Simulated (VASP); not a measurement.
# ZnH2 (P6_3/mmc) in VASP: relaxation of cell and atoms with PBE

Aim: the relaxation of cell and atoms of ZnH2 with PBE.

All numbers are computed with VASP 6.6.1; they aren't measurements. Logs are shortened: lines on timing, memory, paths and dates and some standing lists are left out, and cuts for length are marked.

## Step 1: The cell of the first run

The structure is hexagonal, space group P6_3/mmc (No. 194). Conventional cell: a = 2.834 Å, b = 2.834 Å, c = 7.307 Å, α = 90.00°, β = 90.00°, γ = 120.00°. Within 2.9 Å of Zn (site symmetry -6m2) lie 8 H at 2.18 to 2.20 Å and 6 Zn at 2.83 Å. Within 2.4 Å of H (site symmetry 3m) lie 3 H at 1.78 Å and 4 Zn at 2.18 to 2.20 Å.

The cell was built from a structure type or drawn by symmetry, and may not be a known phase.

## Step 2: Relaxation of cell and atoms, PBE

The input, INCAR:

```
SYSTEM = ZnH2
ALGO     = Normal         ! electronic algorithm
EDIFF    = 1E-7           ! SCF threshold, eV
EDIFFG   = -0.04          ! ionic threshold
ENCUT    = 910            ! plane-wave cutoff, eV
GGA      = PE             ! functional
GGA_COMPAT= .FALSE.      
IBRION   = 2              ! ionic algorithm
ISIF     = 3              ! what is computed and relaxed
ISMEAR   = 0              ! smearing method
LASPH    = .TRUE.         ! aspherical terms in the spheres
LCHARG   = .FALSE.        ! write CHGCAR
LREAL    = .FALSE.        ! projectors in reciprocal space
LWAVE    = .FALSE.        ! write WAVECAR
NELM     = 120            ! most SCF steps
NELMIN   = 4            
NSW      = 90             ! ionic steps
PREC     = Accurate       ! precision mode
SIGMA    = 0.1            ! smearing width, eV
```

The input, KPOINTS:

```
k-points
0
G
  6 6 4
  0 0 0
```

The input, POSCAR:

```
ZnH2
1.0
    2.8337314000      0.0000000000      0.0000000000
   -1.4168657000      2.4540833800      0.0000000000
    0.0000000000      0.0000000000      7.3071226400
Zn H
2 4
Direct
    0.3333333300      0.6666666700      0.2500000000
    0.6666666700      0.3333333300      0.7500000000
    0.3333333300      0.6666666700      0.5479999800
    0.6666666700      0.3333333300      0.0479999800
    0.3333333300      0.6666666700      0.9520000200
    0.6666666700      0.3333333300      0.4520000200
```

Potentials or basis: VASP PAW PBE potentials, release 64 (Zn, H_h).

On the command line:

```console
cat potpaw_PBE.64/Zn/POTCAR potpaw_PBE.64/H_h/POTCAR > POTCAR
mpirun -np 1 vasp_std > vasp.out
```

OUTCAR:

```text
SYSTEM = ZnH2
   EDIFF = 1E-7
   EDIFFG = -0.04
   ENCUT = 910
   GGA = PE
   IBRION = 2
   ISIF = 3
   ISMEAR = 0
   LASPH = .TRUE.
   LREAL = .FALSE.
   NELM = 120
   NELMIN = 4
   NSW = 90
   PREC = Accurate

 ion  position               nearest neighbor table
   1  0.333  0.667  0.250-
   2  0.667  0.333  0.750-
   3  0.333  0.667  0.548-
   4  0.667  0.333  0.048-
   5  0.333  0.667  0.952-
   6  0.667  0.333  0.452-

  LATTYP: Found a hexagonal cell.
 ALAT       =     2.8337314000
 C/A-ratio  =     2.5786221799

  Lattice vectors:

 A1 = (   2.8337314000,   0.0000000000,   0.0000000000)
 A2 = (  -1.4168657000,   2.4540833800,   0.0000000000)
 A3 = (   0.0000000000,   0.0000000000,   7.3071226400)

Analysis of symmetry for initial positions (statically):
=====================================================================
 Subroutine PRICEL returns:
 Original cell was already a primitive cell.

 Routine SETGRP: Setting up the symmetry group for a
 hexagonal supercell.

 Subroutine GETGRP returns: Found 24 space group operations
 (whereof 12 operations were pure point group operations)
 out of a pool of 24 trial point group operations.

The static configuration has the point symmetry D_3d.
 The point group associated with its full space group is D_6h.

Analysis of symmetry for dynamics (positions and initial velocities):
=====================================================================
 Subroutine PRICEL returns:
 Original cell was already a primitive cell.

 Routine SETGRP: Setting up the symmetry group for a
 hexagonal supercell.

 Subroutine GETGRP returns: Found 24 space group operations
 (whereof 12 operations were pure point group operations)
 out of a pool of 24 trial point group operations.

The dynamic configuration has the point symmetry D_3d.
 The point group associated with its full space group is D_6h.

 Subroutine INISYM returns: Found 24 space group operations
 (whereof 12 operations are pure point group operations),
 and found     1 'primitive' translations

----------------------------------------------------------------------------------------

                                     Primitive cell

  volume of cell :      50.8153

  direct lattice vectors                    reciprocal lattice vectors
     2.833731400  0.000000000  0.000000000     0.352891597  0.203742059  0.000000000
    -1.416865700  2.454083380  0.000000000     0.000000000  0.407484117  0.000000000
     0.000000000  0.000000000  7.307122640     0.000000000  0.000000000  0.136852774

  length of vectors
     2.833731400  2.833731400  7.307122640     0.407484117  0.407484117  0.136852774

  position of ions in fractional coordinates (direct lattice)
     0.333333330  0.666666670  0.250000000
     0.666666670  0.333333330  0.750000000
     0.333333330  0.666666670  0.547999980
     0.666666670  0.333333330  0.047999980
     0.333333330  0.666666670  0.952000020
     0.666666670  0.333333330  0.452000020

  ion indices of the primitive-cell ions
   primitive index   ion index
                 1           1
                 2           2
                 3           3
                 4           4
                 5           5
                 6           6

----------------------------------------------------------------------------------------

 KPOINTS: k-points

Automatic generation of k-mesh.
 Grid dimensions read from file:
 generate k-points for:    6    6    4

 Generating k-lattice:

  Cartesian coordinates                     Fractional coordinates (reciprocal lattice)
     0.058815266  0.033957010  0.000000000     0.166666667  0.000000000  0.000000000
     0.000000000  0.067914020  0.000000000     0.000000000  0.166666667  0.000000000
     0.000000000  0.000000000  0.034213193     0.000000000  0.000000000  0.250000000

  Length of vectors
     0.067914020  0.067914020  0.034213193

  Shift w.r.t. Gamma in fractional coordinates (k-lattice)
     0.000000000  0.000000000  0.000000000

 Subroutine IBZKPT returns following result:
 ===========================================

 Found     21 irreducible k-points:

 Following reciprocal coordinates:
            Coordinates               Weight
  0.000000  0.000000  0.000000      1.000000
  0.166667  0.000000  0.000000      6.000000
  0.333333  0.000000  0.000000      6.000000
  0.500000 -0.000000  0.000000      3.000000
  0.166667  0.166667  0.000000      6.000000
  0.333333  0.166667  0.000000     12.000000
[... 13 lines left out ...]
  0.333333  0.166667  0.500000     12.000000
  0.333333  0.333333  0.500000      2.000000
   k-points           NKPTS =     21   k-points in BZ     NKDIM =     21   number of bands    NBANDS=     18
   number of dos      NEDOS =    301   number of ions     NIONS =      6
   total plane-waves  NPLWV =  56448
   dimension x,y,z NGX =    28 NGY =   28 NGZ =   72
   dimension x,y,z NGXF=    56 NGYF=   56 NGZF=  144
   ions per type =               2   4
   NGX,Y,Z   is equivalent  to a cutoff of  16.43, 16.43, 16.38 a.u.
   NGXF,Y,Z  is equivalent  to a cutoff of  32.85, 32.85, 32.76 a.u.
 SYSTEM =  ZnH2
   PREC   = accura    normal or accurate (medium, high low for compatibility)
   ISTART =      0    job   : 0-new  1-cont  2-samecut
   ICHARG =      2    charge: 1-file 2-atom 10-const
   ISPIN  =      1    spin polarized calculation?
   LNONCOLLINEAR =      F non collinear calculations
   LSORBIT =      F    spin-orbit coupling
   LASPH  =      T    aspherical Exc in radial PAW
   ENCUT  =  910.0 eV  66.88 Ry    8.18 a.u.   6.97  6.97 17.97*2*pi/ulx,y,z
   NELM   =    120;   NELMIN=  4; NELMDL= -5     # of ELM steps
   EDIFF  = 0.1E-06   stopping-criterion for ELM
   LREAL  =      F    real-space projection
   EDIFFG = -.4E-01   stopping-criterion for IOM
   NSW    =     90    number of steps for IOM
   IBRION =      2    ionic relax: 0-MD 1-quasi-New 2-CG
   NFREE  =      1    steps in history (QN), initial steepest desc. (CG)
   ISIF   =      3    stress and relaxation
   ISYM   =      2    0-nonsym 1-usesym 2-fastsym
   POTIM  = 0.5000    time-step for ionic-motion
   TEBEG  =    0.0;   TEEND  =   0.0 temperature during run
   PSTRESS=    0.0 pullay stress
   NELECT =      28.0000    total number of electrons
   NUPDOWN=      -1.0000    fix difference up-down
   EMIN   =  10.00;   EMAX   =-10.00  energy-range for DOS
   EFERMI =   0.00;   METHOD = LEGACY
   ISMEAR =     0;   SIGMA  =   0.10  broadening in eV -4-tet -1-fermi 0-gaus
   EFERMI_NEDOS =   21; number of points for ismear=-14 and -15
   IALGO  =     38    algorithm
   IMIX   =      4    mixing-type and parameters
     AMIX     =   0.40;   BMIX     =  1.00
     AMIX_MAG =   1.60;   BMIX_MAG =  1.00
  volume/ion in A,a.u.               =       8.47        57.15
  Fermi-wavevector in a.u.,A,eV,Ry     =   1.342135  2.536266 24.508515  1.801325
  Thomas-Fermi vector in A             =   2.470313
   LORBIT       =      0    0 simple, 1 ext, 2 COOP (PROOUT), +10 PAW based schemes
   GGA     = PE    functional components
   LHFCALC =     F    Hartree Fock is set to
   AEXX    =    0.0000 exact exchange contribution
   IVDW    =     0    specifies the selected vdW correction
   LEPSILON=     F    determine dielectric tensor
   LRPA    =     F    only Hartree local field effects (RPA)
 conjugate gradient relaxation of ions
 non-spin polarized calculation
 Gauss-broadening in eV      SIGMA  =   0.10
  energy-cutoff  :      910.00
  volume of cell :       50.82
 maximum number of plane-waves:      3182
 NGX is ok and might be reduce to    28
   NGX = 13   NGY = 13   NGZ = 35

--------------------------------------- Ionic step        1  -------------------------------------------

 number of electron      28.0000001 magnetization

 Free energy of the ion-electron system (eV)
  ---------------------------------------------------
  ext. energy  EPLUGINS =         0.00000000
  ---------------------------------------------------
  free energy    TOTEN  =       -11.50212480 eV

  energy without entropy =      -11.48634861  energy(sigma->0) =      -11.49423671

------------------------ aborting loop because EDIFF is reached ----------------------------------------

  FORCE on cell =-STRESS in cart. coord.  units (eV):
  Direction    XX          YY          ZZ          XY          YZ          ZX
  --------------------------------------------------------------------------------------
  -------------------------------------------------------------------------------------
  Total       -1.4545380     -1.4545380     -4.2245526      0.0000000      0.0000000      0.0000000
  in kB      -45.8607613    -45.8607613   -133.1977561      0.0000000      0.0000000      0.0000000
  external PRESSURE =     -74.9730929 kB  Pullay stress =       0.0000000 kB
[... 101 lines left out ...]
  FREE ENERGIE OF THE ION-ELECTRON SYSTEM (eV)
  ---------------------------------------------------
  free  energy   TOTEN  =       -11.7151691925 eV

  energy  without entropy=      -11.7103046095  energy(sigma->0) =      -11.71273690

[... ionic steps 4 to 24 ...]

--------------------------------------- Ionic step       25  -------------------------------------------

 number of electron      27.9999993 magnetization

------------------------ aborting loop because EDIFF is reached ----------------------------------------

  FORCE on cell =-STRESS in cart. coord.  units (eV):
  Direction    XX          YY          ZZ          XY          YZ          ZX
  --------------------------------------------------------------------------------------
  -------------------------------------------------------------------------------------
  Total        0.8550238      0.8550238      0.1516799      0.0000000     -0.0000000      0.0000000
  in kB       27.4241466     27.4241466      4.8650021      0.0000000     -0.0000000      0.0000000
  external PRESSURE =      19.9044318 kB  Pullay stress =       0.0000000 kB
[... 65 lines left out ...]
  energy  without entropy=      -12.2189797147  energy(sigma->0) =      -12.22095828

--------------------------------------- Ionic step       27  -------------------------------------------

 number of electron      27.9999991 magnetization

 Free energy of the ion-electron system (eV)
  ---------------------------------------------------
  ext. energy  EPLUGINS =         0.00000000
  ---------------------------------------------------
  free energy    TOTEN  =       -12.22641563 eV

  energy without entropy =      -12.22270996  energy(sigma->0) =      -12.22456279

 E-fermi :   1.5810     XC(G=0): -10.2608

 val. band max:        1.5772241879   @ k =   0.5000  -0.0000   0.0000
 cond. band min:       1.6547762439   @ k =   0.5000  -0.0000   0.5000
 fundamental gap:      0.0775520560
 Fermi energy:         1.5810042941

 k-point     1 :       0.0000    0.0000    0.0000
  band No.  band energies     occupation
      1      -9.7022      2.00000
      2      -8.8657      2.00000
      3      -6.6343      2.00000
      4      -6.5639      2.00000
      5      -6.5639      2.00000
      6      -6.5634      2.00000
[... 10 lines left out ...]
     17      12.8463      0.00000
     18      15.3722      0.00000
[... 451 lines left out ...]
  FREE ENERGIE OF THE ION-ELECTRON SYSTEM (eV)
  ---------------------------------------------------
  free  energy   TOTEN  =       -12.2264156250 eV

  energy  without entropy=      -12.2227099578  energy(sigma->0) =      -12.22456279

 reached required accuracy - stopping structural energy minimisation
```

Wall time 7.2 min (1 thread of Intel Xeon 6975P-C (Granite Rapids), shared host); peak memory 0.26 GiB.

Results:

| Quantity | Value |
| --- | --- |
| Free energy | -12.2264 eV |
| Relaxed volume | 8.45 Å³/atom |
| Relaxed cell | a = 2.676 Å, b = 2.676 Å, c = 8.181 Å, α = 90.00°, β = 90.00°, γ = 120.00° |
| Space group after relaxing (to 0.1 Å) | P6_3/mmc (No. 194) |
| Energy gained by relaxing | 120.7 meV/atom |
| Ionic steps | 27 |
| Pressure after relaxing | 0.2 GPa |
| Largest force after relaxing | 0.013 eV/Å |
| Band gap on the k mesh | zero (bands 14 and 15 overlap by 0.77 eV) |

Forces in eV/Å, atoms in the order of the input:
```
Zn   0.000  0.000  0.000
Zn   0.000  0.000  0.000
H    0.000  0.000 -0.013
H    0.000  0.000 -0.013
H    0.000  0.000  0.013
H    0.000  0.000  0.013
```

Step by step:
| step | energy change (eV) | largest force (eV/Å) | pressure (GPa) | volume (Å³) |
| --- | --- | --- | --- | --- |
| 1 | 0.0000 | 0.1807 | -7.50 | 50.82 |
| 2 | -0.1528 | 0.1357 | -3.90 | 47.95 |
| 3 | -0.2130 | 0.1511 | 0.09 | 45.63 |
| 4 | -0.2161 | 0.1569 | 1.27 | 45.00 |
| 5 | -0.2298 | 0.1774 | 1.07 | 45.23 |
| 6 | -0.2493 | 0.2204 | 0.52 | 45.93 |
| 7 | -0.2622 | 0.2002 | 0.10 | 46.24 |
| 8 | -0.2883 | 0.1238 | -1.03 | 47.16 |
| 9 | -0.2882 | 0.0310 | -2.33 | 49.04 |
| 10 | -0.2938 | 0.0435 | -1.93 | 48.27 |
| 11 | -0.3069 | 0.0318 | -0.25 | 47.35 |
| 12 | -0.3129 | 0.0239 | 1.53 | 46.41 |
| 13 | -0.3213 | 0.0321 | 1.92 | 46.22 |
| 14 | -0.3634 | 0.0500 | 3.05 | 45.65 |
| 15 | -0.4122 | 0.2365 | 6.65 | 44.49 |
| 16 | -0.4180 | 0.2659 | 6.87 | 44.45 |
| 17 | -0.4293 | 0.3196 | 7.72 | 44.35 |
| 18 | -0.4335 | 0.4618 | 9.78 | 44.12 |
| 19 | -0.4661 | 0.4280 | 9.07 | 44.49 |
| 20 | -0.5607 | 0.3430 | 7.10 | 45.59 |
| 21 | -0.6792 | 0.2080 | 4.13 | 47.77 |
| 22 | -0.6889 | 0.2017 | 0.51 | 52.01 |
| 23 | -0.7137 | 0.0042 | 1.64 | 50.37 |
| 24 | -0.7152 | 0.0457 | 2.08 | 49.84 |
| 25 | -0.7152 | 0.0355 | 1.99 | 49.95 |
| 26 | -0.7208 | 0.0275 | 1.31 | 50.23 |
| 27 | -0.7243 | 0.0129 | 0.17 | 50.72 |

Final structure:
```xyz
6
Lattice="2.6756 0.0000 0.0000 -1.3378 2.3171 0.0000 0.0000 0.0000 8.1815" Properties=species:S:1:pos:R:3 pbc="T T T"
Zn    0.0000    1.5447    2.0454
Zn    1.3378    0.7724    6.1361
H     0.0000    1.5447    4.9461
H     1.3378    0.7724    0.8554
H     0.0000    1.5447    7.3261
H     1.3378    0.7724    3.2353
```

Caveat: the k points lie up to 0.45 Å⁻¹ apart in the final cell, too coarse for converged energies and pressures of a metal.
